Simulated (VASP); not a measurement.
## GaP: single point with PBE

The system is GaP.

```
Ga P
1.0
     0.00000    2.75256    2.75256
     2.75256    0.00000    2.75256
     2.75256    2.75256    0.00000
Ga P
1 1
Direct
  0.00000 0.00000 0.00000
  0.25000 0.25000 0.25000
```

- Program: VASP 6.6.1
- Task: single point
- Functional: PBE
- Potentials or basis: VASP PAW PBE potentials, release 64 (Ga_d, P)
- Cutoff: 520 eV
- k mesh: 8 × 8 × 8
- Occupations: gaussian, width 0.02 eV
- Spin: no spin polarisation

```
Pressure               : 0.0 GPa
Band gap on the k mesh : 1.58 eV, direct
```

Levels at points of the mesh, in eV from the valence-band top:
| k point | band 7 | band 8 | band 9 | band 10 | band 11 | band 12 |
| --- | --- | --- | --- | --- | --- | --- |
| (0.00, 0.00, 0.00) | 0.00 | 0.00 | 0.00 | 1.58 | 3.90 | 3.90 |
| (0.50, 0.00, 0.00) | -6.46 | -1.07 | -1.07 | 1.58 | 4.73 | 4.73 |
| (0.50, 0.50, 0.00) | -6.61 | -2.58 | -2.58 | 1.72 | 1.85 | 10.37 |

Run time: 11 s on 1 thread of Intel(R) Xeon(R) 6975P-C (Granite Rapids), on a shared host, peak memory 0.17 GiB.

A k mesh can miss the band edges. PBE gaps usually lie below the measured ones, often by a third to a half.
